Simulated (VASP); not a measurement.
# Si (Pm-3m) in VASP: a series of runs, part 2 of 3

VASP 6.6.1. Earlier steps stand in the parts before.

## 3. Single point, PBE-based screened hybrid

Input file POSCAR:

```
Si
1.0
    2.5321100000      0.0000000000      0.0000000000
    0.0000000000      2.5321100000      0.0000000000
    0.0000000000      0.0000000000      2.5321100000
Si
1
Direct
    0.5000000000      0.5000000000      0.5000000000
```

Input file INCAR.step1:

```
SYSTEM = Si
PREC     = Accurate       ! precision mode
ENCUT    = 520            ! plane-wave cutoff, eV
EDIFF    = 1E-5           ! SCF threshold, eV
ISMEAR   = -1             ! smearing method
SIGMA    = 0.05           ! smearing width, eV
LREAL    = .False.        ! projectors in reciprocal space
LASPH    = .True.         ! aspherical terms in the spheres
NELM     = 60             ! most SCF steps
ALGO     = Normal         ! electronic algorithm
ISIF     = 2              ! what is computed and relaxed
LWAVE    = .True.         ! write WAVECAR
LCHARG   = .False.        ! write CHGCAR
GGA      = PE             ! functional
NBANDS   = 8              ! bands
```

Input file INCAR.step2:

```
SYSTEM = Si
PREC     = Accurate       ! precision mode
ENCUT    = 520            ! plane-wave cutoff, eV
EDIFF    = 1E-7           ! SCF threshold, eV
ISMEAR   = -1             ! smearing method
SIGMA    = 0.05           ! smearing width, eV
LREAL    = .False.        ! projectors in reciprocal space
LASPH    = .True.         ! aspherical terms in the spheres
NELM     = 60             ! most SCF steps
ALGO     = Normal         ! electronic algorithm
ISIF     = 2              ! what is computed and relaxed
LWAVE    = .False.        ! write WAVECAR
LCHARG   = .False.        ! write CHGCAR
GGA      = PE             ! functional
LHFCALC  = .True.         ! exact exchange
AEXX     = 0.25           ! exact-exchange fraction
HFSCREEN = 0.15           ! screening, 1/A
PRECFOCK = Normal       
ISTART   = 1            
NBANDS   = 8              ! bands
```

Input file KPOINTS:

```
regular mesh
0
Gamma
  5 5 5
  0 0 0
```

Potentials or basis: VASP PAW PBE potentials, release 64 (Si).

On the command line:

```console
cat potpaw_PBE.64/Si/POTCAR > POTCAR
cp INCAR.step1 INCAR
mpirun -np 1 vasp_std > vasp.out
cp INCAR.step2 INCAR
mpirun -np 1 vasp_std > vasp.out
```

OUTCAR:

```text
SYSTEM = Si
   PREC = Accurate
   ENCUT = 520
   EDIFF = 1E-7
   ISMEAR = -1
   LREAL = .False.
   LASPH = .True.
   NELM = 60
   ISIF = 2
   GGA = PE
   LHFCALC = .True.
   AEXX = 0.25
   HFSCREEN = 0.15
   PRECFOCK = Normal
   ISTART = 1

 ion  position               nearest neighbor table
   1  0.500  0.500  0.500-

  LATTYP: Found a simple cubic cell.
 ALAT       =     2.5321100000

  Lattice vectors:

 A1 = (   2.5321100000,   0.0000000000,   0.0000000000)
 A2 = (   0.0000000000,   2.5321100000,   0.0000000000)
 A3 = (   0.0000000000,   0.0000000000,   2.5321100000)

Analysis of symmetry for initial positions (statically):
=====================================================================
 Subroutine PRICEL returns:
 Original cell was already a primitive cell.

 Routine SETGRP: Setting up the symmetry group for a
 simple cubic supercell.

 Subroutine GETGRP returns: Found 48 space group operations
 (whereof 48 operations were pure point group operations)
 out of a pool of 48 trial point group operations.

The static configuration has the point symmetry O_h .

Analysis of symmetry for dynamics (positions and initial velocities):
=====================================================================
 Subroutine PRICEL returns:
 Original cell was already a primitive cell.

 Routine SETGRP: Setting up the symmetry group for a
 simple cubic supercell.

 Subroutine GETGRP returns: Found 48 space group operations
 (whereof 48 operations were pure point group operations)
 out of a pool of 48 trial point group operations.

The dynamic configuration has the point symmetry O_h .

 Subroutine INISYM returns: Found 48 space group operations
 (whereof 48 operations are pure point group operations),
 and found     1 'primitive' translations

----------------------------------------------------------------------------------------

                                     Primitive cell

  volume of cell :      16.2348

  direct lattice vectors                    reciprocal lattice vectors
     2.532110000  0.000000000  0.000000000     0.394927551  0.000000000  0.000000000
     0.000000000  2.532110000  0.000000000     0.000000000  0.394927551  0.000000000
     0.000000000  0.000000000  2.532110000     0.000000000  0.000000000  0.394927551

  length of vectors
     2.532110000  2.532110000  2.532110000     0.394927551  0.394927551  0.394927551

  position of ions in fractional coordinates (direct lattice)
     0.500000000  0.500000000  0.500000000

  ion indices of the primitive-cell ions
   primitive index   ion index
                 1           1

----------------------------------------------------------------------------------------

 KPOINTS: regular mesh

Automatic generation of k-mesh.
 Grid dimensions read from file:
 generate k-points for:    5    5    5

 Generating k-lattice:

  Cartesian coordinates                     Fractional coordinates (reciprocal lattice)
[... 23 lines left out ...]
  0.200000  0.200000  0.200000      8.000000
  0.400000  0.200000  0.200000     24.000000
  0.400000  0.400000  0.200000     24.000000
  0.400000  0.400000  0.400000      8.000000
   k-points           NKPTS =     10   k-points in BZ     NKDIM =    125   number of bands    NBANDS=      8
   number of dos      NEDOS =    301   number of ions     NIONS =      1
   total plane-waves  NPLWV =   8000
   dimension x,y,z NGX =    20 NGY =   20 NGZ =   20
   dimension x,y,z NGXF=    40 NGYF=   40 NGZF=   40
   ions per type =               1
   NGX,Y,Z   is equivalent  to a cutoff of  13.13, 13.13, 13.13 a.u.
   NGXF,Y,Z  is equivalent  to a cutoff of  26.26, 26.26, 26.26 a.u.
 SYSTEM =  Si
   PREC   = accura    normal or accurate (medium, high low for compatibility)
   ISTART =      1    job   : 0-new  1-cont  2-samecut
   ICHARG =      0    charge: 1-file 2-atom 10-const
   ISPIN  =      1    spin polarized calculation?
   LNONCOLLINEAR =      F non collinear calculations
   LSORBIT =      F    spin-orbit coupling
   LASPH  =      T    aspherical Exc in radial PAW
   ENCUT  =  520.0 eV  38.22 Ry    6.18 a.u.   4.71  4.71  4.71*2*pi/ulx,y,z
   NELM   =     60;   NELMIN=  2; NELMDL=  0     # of ELM steps
   EDIFF  = 0.1E-06   stopping-criterion for ELM
   LREAL  =      F    real-space projection
   EDIFFG = 0.1E-05   stopping-criterion for IOM
   NSW    =      0    number of steps for IOM
   IBRION =     -1    ionic relax: 0-MD 1-quasi-New 2-CG
   NFREE  =      0    steps in history (QN), initial steepest desc. (CG)
   ISIF   =      2    stress and relaxation
   ISYM   =      3    0-nonsym 1-usesym 2-fastsym
   POTIM  = 0.5000    time-step for ionic-motion
   TEBEG  =    0.0;   TEEND  =   0.0 temperature during run
   PSTRESS=    0.0 pullay stress
   NELECT =       4.0000    total number of electrons
   NUPDOWN=      -1.0000    fix difference up-down
   EMIN   =  10.00;   EMAX   =-10.00  energy-range for DOS
   EFERMI =   0.00;   METHOD = LEGACY
   ISMEAR =    -1;   SIGMA  =   0.05  broadening in eV -4-tet -1-fermi 0-gaus
   EFERMI_NEDOS =   21; number of points for ismear=-14 and -15
   IALGO  =     38    algorithm
   IMIX   =      1    mixing-type and parameters
     AMIX     =   0.40;   BMIX     =  1.00
     AMIX_MAG =   1.60;   BMIX_MAG =  1.00
  volume/ion in A,a.u.               =      16.23       109.56
  Fermi-wavevector in a.u.,A,eV,Ry     =   1.026311  1.939446 14.331207  1.053314
  Thomas-Fermi vector in A             =   2.160197
   LORBIT       =      0    0 simple, 1 ext, 2 COOP (PROOUT), +10 PAW based schemes
   GGA     = PE    functional components
   LHFCALC =     T    Hartree Fock is set to
   PRECFOCK=normal    Normal, Fast or Accurate (Low or Medium for compatibility)
   ENCUT4O =  -1.0   cutoff for four orbital integrals eV
   NKREDX  =     1    reduce k-point grid by
   NKREDY  =     1    reduce k-point grid by
   NKREDZ  =     1    reduce k-point grid by
   AEXX    =    0.2500 exact exchange contribution
   HFSCREEN=    0.1500 screening length (either q_TF or 0.3 A-1)
   HFSCREENC=   0.1500 screening length for correlation (either q_TF or 0.3 A-1)
   ENCUTFOCK=  -1.0 apply spherical cutoff to Coloumb kernel
   IVDW    =     0    specifies the selected vdW correction
   LEPSILON=     F    determine dielectric tensor
   LRPA    =     F    only Hartree local field effects (RPA)
 non-spin polarized calculation
  energy-cutoff  :      520.00
  volume of cell :       16.23
 maximum number of plane-waves:       461
 NGX is ok and might be reduce to    20
  NGX = 16; NGY = 16; NGZ = 16

 number of electron       4.0000000 magnetization

 Free energy of the ion-electron system (eV)
  ---------------------------------------------------
  ext. energy  EPLUGINS =         0.00000000
  ---------------------------------------------------
  free energy    TOTEN  =        -5.97046901 eV

  energy without entropy =       -5.96714343  energy(sigma->0) =       -5.96880622

 E-fermi :   7.7994     XC(G=0):  -8.6737

 val. band max:        7.6426027622   @ k =   0.4000   0.4000   0.2000
 cond. band min:       8.5911108751   @ k =   0.4000   0.4000   0.4000
 fundamental gap:      0.9485081129
 Fermi energy:         7.7993773631

 k-point     1 :       0.0000    0.0000    0.0000
  band No.  band energies     occupation
      1      -6.8760      2.00000
      2      16.5938      0.00000
      3      16.5938      0.00000
      4      16.8793      0.00000
      5      16.8793      0.00000
      6      16.8793      0.00000
      7      24.7962      0.00000
      8      34.5947      0.00000
[... 89 lines left out ...]
 k-point    10 :       0.4000    0.4000    0.4000
  band No.  band energies     occupation
      1       4.5834      2.00000
      2       8.5911      0.00000
      3       8.5911      0.00000
      4      12.5823      0.00000
      5      15.6062      0.00000
      6      15.6062      0.00000
      7      16.5835      0.00000
      8      22.8010      0.00000

------------------------ aborting loop because EDIFF is reached ----------------------------------------

  FORCE on cell =-STRESS in cart. coord.  units (eV):
  Direction    XX          YY          ZZ          XY          YZ          ZX
  --------------------------------------------------------------------------------------
  -------------------------------------------------------------------------------------
  Total        0.0950454      0.0950454      0.0950454      0.0000000     -0.0000000      0.0000000
  in kB        9.3798124      9.3798124      9.3798124      0.0000000     -0.0000000      0.0000000
  external PRESSURE =       9.3798124 kB  Pullay stress =       0.0000000 kB

 VOLUME and BASIS-vectors are now :
 -----------------------------------------------------------------------------
  energy-cutoff  :      520.00
  volume of cell :       16.23
      direct lattice vectors                 reciprocal lattice vectors
     2.532110000  0.000000000  0.000000000     0.394927551  0.000000000  0.000000000
     0.000000000  2.532110000  0.000000000     0.000000000  0.394927551  0.000000000
     0.000000000  0.000000000  2.532110000     0.000000000  0.000000000  0.394927551

 POSITION                                       TOTAL-FORCE (eV/Angst)
 -----------------------------------------------------------------------------------
      1.26605      1.26605      1.26605         0.000000      0.000000      0.000000
 -----------------------------------------------------------------------------------
    total drift:                                0.000000      0.000000      0.000000

  FREE ENERGIE OF THE ION-ELECTRON SYSTEM (eV)
  ---------------------------------------------------
  free  energy   TOTEN  =        -5.9704690079 eV

  energy  without entropy=       -5.9671434337  energy(sigma->0) =       -5.96880622
```

Wall time 26 s (1 thread of Intel Xeon 6975P-C (Granite Rapids), shared host); peak memory 0.21 GiB.

What came out:

- Free energy: -5.9705 eV
- Pressure: 0.9 GPa
- Band gap on the k mesh: zero (band 2 reaches 16.59 eV, above the bottom of band 3 at 6.78 eV)

Levels at points of the mesh, in eV from the Fermi level:
| k point | band 1 | band 2 | band 3 | band 4 |
| --- | --- | --- | --- | --- |
| (0.00, 0.00, 0.00) | -14.68 | 8.79 | 8.79 | 9.08 |

Caveat: the k points lie up to 0.50 Å⁻¹ apart; the PAW data sets were made with another functional, which shifts forces and pressure a little.

## 4. Single point, PBE-based screened hybrid

POSCAR is that of step 3.

Input file INCAR.step1:

```
SYSTEM = Si
PREC = Accurate ; ENCUT = 520
EDIFF = 1E-5 ; ISMEAR = -1
SIGMA = 0.05 ; LREAL = .FALSE.
LASPH = .TRUE. ; NELM = 60
ALGO = Normal ; ISIF = 2
LWAVE = .TRUE. ; LCHARG = .FALSE.
GGA = PE ; NBANDS = 8
```

Input file INCAR.step2:

```
SYSTEM = Si
PREC = Accurate ; ENCUT = 520
EDIFF = 1E-6 ; ISMEAR = -1
SIGMA = 0.05 ; LREAL = .FALSE.
LASPH = .TRUE. ; NELM = 60
ALGO = Normal ; ISIF = 2
LWAVE = .FALSE. ; LCHARG = .FALSE.
GGA = PE ; LHFCALC = .TRUE.
AEXX = 0.25 ; HFSCREEN = 0.2
PRECFOCK = Normal ; ISTART = 1
NBANDS = 8
```

Input file KPOINTS:

```
regular mesh
0
G
  5 5 5
  0 0 0
```

On the command line:

```console
cat potpaw_PBE.64/Si/POTCAR > POTCAR
cp INCAR.step1 INCAR
mpirun -np 1 vasp_std > vasp.out
cp INCAR.step2 INCAR
mpirun -np 1 vasp_std > vasp.out
```

It took 22 s on 1 thread of Intel Xeon 6975P-C (Granite Rapids), shared host; peak memory 0.21 GiB.

The run converged. Its results:

```
Free energy            : -5.8541 eV
Pressure               : 1.1 GPa
Band gap on the k mesh : zero (band 2 reaches 16.50 eV, above the bottom of band 3 at 6.85 eV)
```

Levels at points of the mesh, in eV from the Fermi level:
```tsv
k point	band 1	band 2	band 3	band 4	band 5
(0.00, 0.00, 0.00)	-14.62	8.65	8.65	8.93	8.93
```

Caveat: the k points lie up to 0.50 Å⁻¹ apart; the PAW data sets were made with another functional, which shifts forces and pressure a little.

[end of part 2 of 3]
